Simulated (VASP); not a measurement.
Here is a VASP 6.6.1 calculation.

File INCAR:

```
PREC = Accurate ; ENCUT = 520
EDIFF = 1E-6 ; ISMEAR = -1
SIGMA = 0.05 ; LREAL = False
LASPH = True ; NELM = 100
ALGO = Normal ; ISIF = 2
LWAVE = False ; LCHARG = True
GGA = PS ; LELF = True
LVHAR = True ; NBANDS = 10
```

File KPOINTS:

```
regular mesh
0
Gamma
  15 15 15
```

File POSCAR:

```
Ir
1.0
    0.0000000000      1.9132795507      1.9132795507
    1.9132795507      0.0000000000      1.9132795507
    1.9132795507      1.9132795507      0.0000000000
Ir
1
Direct
    0.0000000000      0.0000000000      0.0000000000
```

Potentials or basis: VASP PAW PBE potentials, release 64 (Ir).

Command:

```console
$ cat potpaw_PBE.64/Ir/POTCAR > POTCAR
$ mpirun -np 1 vasp_std > vasp.out
```

**Question.** Predict the pressure.

**Answer.** 2.1 GPa.

Caveat: the PAW data sets were made with another functional, which shifts forces and pressure a little.
